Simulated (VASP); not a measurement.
# TiSi16 (a cell with a defect) in VASP: single point with PBE+D3(BJ)

Aim: the single point of TiSi16 (a cell with a defect) with PBE+D3(BJ).

Everything below comes from runs of VASP 6.6.1. Logs are shortened: lines on timing, memory, paths and dates and some standing lists are left out, and cuts for length are marked.

### 1 The cell of the first run

The cell holds a defect, 17 atoms: a = 7.679 Å, b = 7.679 Å, c = 7.679 Å, α = 60.00°, β = 60.00°, γ = 60.00°.

### 2 Single point, PBE+D3(BJ)

Contents of INCAR:

```
PREC     = Accurate       # precision mode
ENCUT    = 520            # plane-wave cutoff, eV
EDIFF    = 1E-6           # SCF threshold, eV
ISMEAR   = -1             # smearing method
SIGMA    = 0.02           # smearing width, eV
LREAL    = Auto         
LASPH    = T              # aspherical terms in the spheres
NELM     = 100            # most SCF steps
ALGO     = Normal         # electronic algorithm
ISIF     = 2              # what is computed and relaxed
LWAVE    = F              # write WAVECAR
LCHARG   = T              # write CHGCAR
GGA      = PE             # functional
IVDW     = 12             # dispersion correction
LELF     = T              # ELF
LVHAR    = T            
NBANDS   = 52             # bands
```

Contents of KPOINTS:

```
regular mesh
0
Gamma
  2 2 2
```

Contents of POSCAR:

```
TiSi16
1.0
    0.0000000000      5.4300000000      5.4300000000
    5.4300000000      0.0000000000      5.4300000000
    5.4300000000      5.4300000000      0.0000000000
Si Ti
16 1
Direct
    0.0364863720     -0.0123016575     -0.0120550645
    0.1331991713      0.1252157459      0.1254651013
   -0.0078131676      0.0086558932      0.4996024862
    0.1331249540      0.1252531308      0.6162063536
   -0.0077276243      0.4993607735      0.0088559853
    0.1332136280      0.6159511971      0.1254605893
   -0.0078017495      0.4993954880      0.4995921731
    0.0889109576      0.6369059853      0.6371172192
    0.5034134438      0.0118670350      0.0121001842
    0.6628789134      0.1123070902      0.1124888582
    0.5033341621      0.0119019337      0.4727724678
    0.6219732965      0.1521296501      0.6129988950
    0.5034380295      0.4726013812      0.0120522099
    0.6220644567      0.6128287293      0.1522876611
    0.4625176796      0.5124198895      0.5125709024
    0.6219766114      0.6128681400      0.6129600368
    0.5627069982      0.8123694291      0.8125261510
```

Potentials or basis: VASP PAW PBE potentials, release 64 (Si, Ti_sv).

Command:

```
> cat potpaw_PBE.64/Si/POTCAR potpaw_PBE.64/Ti_sv/POTCAR > POTCAR
> mpirun -np 1 vasp_std > vasp.out
```

OUTCAR:

```text
PREC = Accurate
   ENCUT = 520
   EDIFF = 1E-6
   ISMEAR = -1
   LREAL = Auto
   LASPH = T
   NELM = 100
   ISIF = 2
   GGA = PE
   IVDW = 12
 IVDW          = 12

 ion  position               nearest neighbor table
   1  0.036  0.988  0.988-   4 2.34   6 2.34   2 2.34  10 2.34
   2  0.133  0.125  0.125-   9 2.33   1 2.34   3 2.35   5 2.35
   3  0.992  0.009  0.500-  12 2.33   8 2.34   4 2.35   2 2.35
   4  0.133  0.125  0.616-  11 2.33   1 2.34   3 2.35   7 2.35
   5  0.992  0.499  0.009-  14 2.33   8 2.34   6 2.35   2 2.35
   6  0.133  0.616  0.125-  13 2.33   1 2.34   7 2.35   5 2.35
   7  0.992  0.499  0.500-  16 2.33   8 2.34   6 2.35   4 2.35
   8  0.089  0.637  0.637-   5 2.34   7 2.34   3 2.34  15 2.34
   9  0.503  0.012  0.012-  10 2.27   2 2.33  17 2.42  14 2.50  12 2.50
  10  0.663  0.112  0.112-  13 2.27  11 2.27   9 2.27   1 2.34
  11  0.503  0.012  0.473-  10 2.27   4 2.33  17 2.42  16 2.50  12 2.50
  12  0.622  0.152  0.613-  15 2.27   3 2.33  17 2.42  11 2.50   9 2.50
  13  0.503  0.473  0.012-  10 2.27   6 2.33  17 2.42  14 2.50  16 2.50
  14  0.622  0.613  0.152-  15 2.27   5 2.33  17 2.42   9 2.50  13 2.50
  15  0.463  0.512  0.513-  12 2.27  14 2.27  16 2.27   8 2.34
  16  0.622  0.613  0.613-  15 2.27   7 2.33  17 2.42  11 2.50  13 2.50
  17  0.563  0.812  0.813-  12 2.42  13 2.42   9 2.42  16 2.42  11 2.42  14 2.42

  LATTYP: Found a face centered cubic cell.
 ALAT       =    10.8600000000

  Lattice vectors:

 A1 = (   0.0000000000,   5.4300000000,   5.4300000000)
 A2 = (   5.4300000000,   0.0000000000,   5.4300000000)
 A3 = (   5.4300000000,   5.4300000000,   0.0000000000)

Analysis of symmetry for initial positions (statically):
=====================================================================
 Subroutine PRICEL returns:
 Original cell was already a primitive cell.

 Routine SETGRP: Setting up the symmetry group for a
 face centered cubic supercell.

 Subroutine GETGRP returns: Found  1 space group operations
 (whereof  1 operations were pure point group operations)
 out of a pool of 48 trial point group operations.

The static configuration has the point symmetry C_1 .

Analysis of symmetry for dynamics (positions and initial velocities):
=====================================================================
 Subroutine PRICEL returns:
 Original cell was already a primitive cell.

 Routine SETGRP: Setting up the symmetry group for a
 face centered cubic supercell.

 Subroutine GETGRP returns: Found  1 space group operations
 (whereof  1 operations were pure point group operations)
 out of a pool of 48 trial point group operations.

The dynamic configuration has the point symmetry C_1 .

 Subroutine INISYM returns: Found  1 space group operations
 (whereof  1 operations are pure point group operations),
 and found     1 'primitive' translations

----------------------------------------------------------------------------------------

                                     Primitive cell

  volume of cell :     320.2060

  direct lattice vectors                    reciprocal lattice vectors
     0.000000000  5.430000000  5.430000000    -0.092081031  0.092081031  0.092081031
     5.430000000  0.000000000  5.430000000     0.092081031 -0.092081031  0.092081031
     5.430000000  5.430000000  0.000000000     0.092081031  0.092081031 -0.092081031

  length of vectors
     7.679179644  7.679179644  7.679179644     0.159489025  0.159489025  0.159489025

  position of ions in fractional coordinates (direct lattice)
     0.036486372  0.987698343  0.987944936
     0.133199171  0.125215746  0.125465101
     0.992186832  0.008655893  0.499602486
     0.133124954  0.125253131  0.616206354
     0.992272376  0.499360774  0.008855985
     0.133213628  0.615951197  0.125460589
[... 9 lines left out ...]
     0.621976611  0.612868140  0.612960037
     0.562706998  0.812369429  0.812526151

  ion indices of the primitive-cell ions
   primitive index   ion index
                 1           1
                 2           2
                 3           3
                 4           4
                 5           5
                 6           6
[... 9 lines left out ...]
                16          16
                17          17

----------------------------------------------------------------------------------------

 KPOINTS: regular mesh

Automatic generation of k-mesh.
 Grid dimensions read from file:
 generate k-points for:    2    2    2

 Generating k-lattice:

  Cartesian coordinates                     Fractional coordinates (reciprocal lattice)
    -0.046040516  0.046040516  0.046040516     0.500000000  0.000000000  0.000000000
     0.046040516 -0.046040516  0.046040516     0.000000000  0.500000000  0.000000000
     0.046040516  0.046040516 -0.046040516     0.000000000  0.000000000  0.500000000

  Length of vectors
     0.079744512  0.079744512  0.079744512

  Shift w.r.t. Gamma in fractional coordinates (k-lattice)
     0.000000000  0.000000000  0.000000000

 Subroutine IBZKPT returns following result:
 ===========================================

 Found      8 irreducible k-points:

 Following reciprocal coordinates:
            Coordinates               Weight
  0.000000  0.000000  0.000000      1.000000
  0.500000  0.000000  0.000000      1.000000
  0.000000  0.500000  0.000000      1.000000
  0.000000  0.000000  0.500000      1.000000
  0.500000  0.500000  0.500000      1.000000
  0.500000  0.500000  0.000000      1.000000
  0.000000  0.500000  0.500000      1.000000
  0.500000  0.000000  0.500000      1.000000
   k-points           NKPTS =      8   k-points in BZ     NKDIM =      8   number of bands    NBANDS=     52
   number of dos      NEDOS =    301   number of ions     NIONS =     17
   total plane-waves  NPLWV = 216000
   dimension x,y,z NGX =    60 NGY =   60 NGZ =   60
   dimension x,y,z NGXF=   120 NGYF=  120 NGZF=  120
   ions per type =              16   1
   NGX,Y,Z   is equivalent  to a cutoff of  12.99, 12.99, 12.99 a.u.
   NGXF,Y,Z  is equivalent  to a cutoff of  25.98, 25.98, 25.98 a.u.
 SYSTEM =  unknown system
   PREC   = accura    normal or accurate (medium, high low for compatibility)
   ISTART =      0    job   : 0-new  1-cont  2-samecut
   ICHARG =      2    charge: 1-file 2-atom 10-const
   ISPIN  =      1    spin polarized calculation?
   LNONCOLLINEAR =      F non collinear calculations
   LSORBIT =      F    spin-orbit coupling
   LASPH  =      T    aspherical Exc in radial PAW
   ENCUT  =  520.0 eV  38.22 Ry    6.18 a.u.  14.28 14.28 14.28*2*pi/ulx,y,z
   NELM   =    100;   NELMIN=  2; NELMDL= -5     # of ELM steps
   EDIFF  = 0.1E-05   stopping-criterion for ELM
   LREAL  =      T    real-space projection
   EDIFFG = 0.1E-04   stopping-criterion for IOM
   NSW    =      0    number of steps for IOM
   IBRION =     -1    ionic relax: 0-MD 1-quasi-New 2-CG
   NFREE  =      0    steps in history (QN), initial steepest desc. (CG)
   ISIF   =      2    stress and relaxation
   ISYM   =      2    0-nonsym 1-usesym 2-fastsym
   POTIM  = 0.5000    time-step for ionic-motion
   TEBEG  =    0.0;   TEEND  =   0.0 temperature during run
   PSTRESS=    0.0 pullay stress
   NELECT =      76.0000    total number of electrons
   NUPDOWN=      -1.0000    fix difference up-down
   EMIN   =  10.00;   EMAX   =-10.00  energy-range for DOS
   EFERMI =   0.00;   METHOD = LEGACY
   ISMEAR =    -1;   SIGMA  =   0.02  broadening in eV -4-tet -1-fermi 0-gaus
   EFERMI_NEDOS =   21; number of points for ismear=-14 and -15
   IALGO  =     38    algorithm
   IMIX   =      4    mixing-type and parameters
     AMIX     =   0.40;   BMIX     =  1.00
     AMIX_MAG =   1.60;   BMIX_MAG =  1.00
  volume/ion in A,a.u.               =      18.84       127.11
  Fermi-wavevector in a.u.,A,eV,Ry     =   1.013607  1.915439 13.978610  1.027399
  Thomas-Fermi vector in A             =   2.146786
   LORBIT       =      0    0 simple, 1 ext, 2 COOP (PROOUT), +10 PAW based schemes
   GGA     = PE    functional components
   LHFCALC =     F    Hartree Fock is set to
   AEXX    =    0.0000 exact exchange contribution
   IVDW    =    12    specifies the selected vdW correction
   LEPSILON=     F    determine dielectric tensor
   LRPA    =     F    only Hartree local field effects (RPA)
 non-spin polarized calculation
  energy-cutoff  :      520.00
  volume of cell :      320.21
 maximum number of plane-waves:      8646
 NGX is ok and might be reduce to    60
   NGX = 29   NGY = 29   NGZ = 29

 number of electron      76.0000003 magnetization

 Free energy of the ion-electron system (eV)
  ---------------------------------------------------
  ext. energy  EPLUGINS =         0.00000000
  ---------------------------------------------------
  free energy    TOTEN  =       -90.48328324 eV

  energy without entropy =      -90.46361446  energy(sigma->0) =      -90.47344885

 E-fermi :   6.9110     XC(G=0):  -9.7447

 val. band max:        6.8931745833   @ k =   0.5000   0.5000   0.0000
 cond. band min:       6.9225906613   @ k =   0.0000   0.0000   0.0000
 fundamental gap:      0.0294160779
 Fermi energy:         6.9109638160

 k-point     1 :       0.0000    0.0000    0.0000
  band No.  band energies     occupation
      1     -49.8424      2.00000
      2     -26.3099      2.00000
      3     -26.1800      2.00000
      4     -26.1798      2.00000
      5      -5.6620      2.00000
      6      -3.4692      2.00000
[... 42 lines left out ...]
     49       8.5400      0.00000
     50       8.8950      0.00000

 k-point     2 :       0.5000    0.0000    0.0000
  band No.  band energies     occupation
      1     -49.8424      2.00000
      2     -26.3099      2.00000
      3     -26.1800      2.00000
      4     -26.1798      2.00000
      5      -4.8804      2.00000
      6      -4.8339      2.00000
[... 310 lines left out ...]
 k-point     8 :       0.5000    0.0000    0.5000
  band No.  band energies     occupation
      1     -49.8424      2.00000
      2     -26.3099      2.00000
      3     -26.1800      2.00000
      4     -26.1798      2.00000
      5      -4.5894      2.00000
      6      -4.5483      2.00000
[... 42 lines left out ...]
     49      10.0122      0.00000
     50      10.4673      0.00000
 [bands above 50 left out]

------------------------ aborting loop because EDIFF is reached ----------------------------------------

 Edisp (eV)   -5.83869

 E8    (eV) :    -2.4422

  FORCE on cell =-STRESS in cart. coord.  units (eV):
  Direction    XX          YY          ZZ          XY          YZ          ZX
  --------------------------------------------------------------------------------------
  -------------------------------------------------------------------------------------
  Total       6.63941     6.64149     6.64698     1.36228    -1.36632     1.36560
  in kB      33.22082    33.23124    33.25874     6.81630    -6.83651     6.83289
  external pressure =       33.24 kB  Pullay stress =        0.00 kB

 VOLUME and BASIS-vectors are now :
 -----------------------------------------------------------------------------
  energy-cutoff  :      520.00
  volume of cell :      320.21
      direct lattice vectors                 reciprocal lattice vectors
     0.000000000  5.430000000  5.430000000    -0.092081031  0.092081031  0.092081031
     5.430000000  0.000000000  5.430000000     0.092081031 -0.092081031  0.092081031
     5.430000000  5.430000000  0.000000000     0.092081031  0.092081031 -0.092081031

 POSITION                                       TOTAL-FORCE (eV/Angst)
 -----------------------------------------------------------------------------------
     10.72774      5.56266      5.56132        -0.043507      0.043781      0.043244
      1.36120      1.40455      1.40319         0.032597     -0.002010     -0.002887
      2.75984      8.10042      5.43458        -0.002479      0.002993      0.034158
      4.02613      4.06887      1.40299         0.002773     -0.031684     -0.003004
      2.75962      5.43613      8.09957        -0.002728      0.034570      0.002830
      4.02587      1.40460      4.06797         0.002506     -0.002302     -0.032991
[... 9 lines left out ...]
      6.65625      6.70571      6.70521         0.003364     -0.011963     -0.013010
      8.82318      7.46752      7.46667         0.001579     -0.005256     -0.000889
 -----------------------------------------------------------------------------------
    total drift:                               -0.002901      0.001642     -0.001096

  FREE ENERGIE OF THE ION-ELECTRON SYSTEM (eV)
  ---------------------------------------------------
  free  energy   TOTEN  =       -96.3219745808 eV

  energy  without entropy=      -96.3023058017  energy(sigma->0) =      -96.31214019
```

Run time: 5.7 min. Hardware: 1 thread of AMD EPYC 7R43 (Zen 3), shared host; peak memory 0.46 GiB.

Results:

- Free energy: -96.3220 eV
- Pressure: 3.3 GPa
- Largest force: 0.078 eV/Å
- Band gap on the k mesh: zero (bands 38 and 39 overlap by 0.23 eV)
- Dispersion energy per atom: -0.343 eV

Forces on the atoms (eV/Å):
```
Si  -0.044  0.044  0.043
Si   0.033 -0.002 -0.003
Si  -0.002  0.003  0.034
Si   0.003 -0.032 -0.003
Si  -0.003  0.035  0.003
Si   0.003 -0.002 -0.033
Si  -0.034  0.003  0.003
Si   0.045 -0.045 -0.045
Si  -0.005  0.013  0.014
Si  -0.010  0.010  0.010
Si  -0.013  0.005  0.014
Si   0.013 -0.013 -0.003
Si  -0.013  0.014  0.004
Si   0.012 -0.003 -0.013
Si   0.011 -0.012 -0.010
Si   0.003 -0.012 -0.013
Ti   0.002 -0.005 -0.001
```

Stress tensor (GPa, compression positive):
```
 3.32  0.68  0.68
 0.68  3.32 -0.68
 0.68 -0.68  3.33
```

Levels at points of the mesh, in eV from the Fermi level:
| k point | band 34 | band 35 | band 36 | band 37 | band 38 | band 39 | band 40 | band 41 | band 42 | band 43 |
| --- | --- | --- | --- | --- | --- | --- | --- | --- | --- | --- |
| (0.00, 0.00, 0.00) | -1.24 | -1.24 | -0.81 | -0.24 | -0.24 | -0.19 | -0.19 | -0.11 | 0.01 | 0.10 |
| (0.50, 0.00, 0.00) | -2.36 | -1.36 | -1.36 | -0.21 | -0.21 | 0.36 | 0.57 | 0.82 | 0.82 | 1.09 |
| (0.00, 0.50, 0.00) | -1.51 | -1.43 | -1.10 | -0.79 | 0.03 | 0.35 | 0.66 | 0.69 | 0.83 | 0.86 |
| (0.00, 0.00, 0.50) | -1.51 | -1.43 | -1.10 | -0.79 | 0.03 | 0.35 | 0.66 | 0.69 | 0.83 | 0.86 |
| (0.50, 0.50, 0.50) | -1.51 | -1.43 | -1.10 | -0.79 | 0.03 | 0.35 | 0.66 | 0.69 | 0.83 | 0.86 |
| (0.50, 0.50, 0.00) | -2.16 | -1.82 | -1.62 | -0.21 | -0.02 | 0.30 | 0.53 | 0.81 | 1.06 | 1.57 |
| (0.00, 0.50, 0.50) | -2.16 | -1.82 | -1.62 | -0.21 | -0.02 | 0.30 | 0.53 | 0.81 | 1.06 | 1.57 |
| (0.50, 0.00, 0.50) | -2.16 | -1.82 | -1.62 | -0.21 | -0.02 | 0.30 | 0.53 | 0.81 | 1.06 | 1.57 |

Caveat: the k points lie up to 0.50 Å⁻¹ apart.
